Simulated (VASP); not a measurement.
Hf3Si2F, 6 atoms in the cell. It takes space group I4/mmm (No. 139, tetragonal). Conventional cell: a = 5.179 Å, b = 5.179 Å, c = 9.174 Å, α = 90.00°, β = 90.00°, γ = 90.00°. Within 3.5 Å of Hf (site symmetry -4m2) lie 4 Si at 2.64 Å and 4 Hf at 3.46 Å and 4 F at 3.46 Å. Hf (site symmetry 4/mmm) has 2 Si at 2.79 Å and 8 Hf at 3.46 Å and 4 F at 3.66 Å within 3.7 Å. Si (site symmetry 4mm) has 1 F at 1.80 Å within 2.4 Å. Within 2.4 Å of F (site symmetry 4/mmm) lie 2 Si at 1.80 Å. The cell was generated, and may not be a known phase.

- Program: VASP 6.6.1
- Task: single point
- Functional: PBE
- Potentials or basis: VASP PAW PBE potentials, release 64 (Hf_pv, Si, F)
- Cutoff: 520 eV
- k mesh: 4 × 4 × 4
- Occupations: gaussian, width 0.1 eV
- Spin: no spin polarisation
- Dipole correction: no
- Further INCAR settings: ALGO = Normal; EDIFF = 1e-07; NBANDS = 32

Potentials or basis: VASP PAW PBE potentials, release 64 (Hf_pv, Si, F).

Run with:

```sh
$ cat potpaw_PBE.64/Hf_pv/POTCAR potpaw_PBE.64/Si/POTCAR potpaw_PBE.64/F/POTCAR > POTCAR
$ mpirun -np 1 vasp_std > vasp.out
```

Hardware: 1 thread of Intel Xeon 8259CL (shared host).

Task: How long does it take, and how much memory?

Result: It took 2.6 min on 1 thread of Intel Xeon 8259CL, with other jobs on the host, peak memory 0.34 GiB. Counts: scf iterations 17, k points 13.
